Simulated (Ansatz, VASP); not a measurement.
MgF2: VASP beside Ansatz

```
Mg F
1.0
     4.59330    0.00000    0.00000
     0.00000    4.59330    0.00000
     0.00000    0.00000    3.04091
Mg F
2 4
Direct
  0.00000 0.00000 0.00000
  0.50000 0.50000 0.50000
  0.30248 0.30248 0.00000
  0.69752 0.69752 0.00000
  0.80248 0.19752 0.50000
  0.19752 0.80248 0.50000
```

Change from the starting cell: volume scaled by 0.94, LAPW.

Alike in both runs: task single point; functional PBE; k mesh 7 × 7 × 10; occupations fermi-dirac, width 0.1 eV; no spin polarisation.

```csv
,VASP,Ansatz
version,VASP 6.6.1,Ansatz 0.2.0
potentials or method,"VASP PAW PBE potentials, release 64 (Mg, F), cutoff 600 eV","all-electron LAPW, scalar-relativistic"
```

Ansatz gave:

```
gap on the k mesh at the Fermi level (eV)                     : 7.24
pressure (GPa)                                                : 6.5
traceless stress, the component that is largest in VASP (GPa) : 0.01
```

Task: Estimate VASP's values.

Result: gap on the k mesh at the Fermi level (eV): 7.21; pressure (GPa): 5.4; traceless stress, the component that is largest in VASP (GPa): -0.05.

Ansatz ran all-electron here, and VASP with PAW potentials.
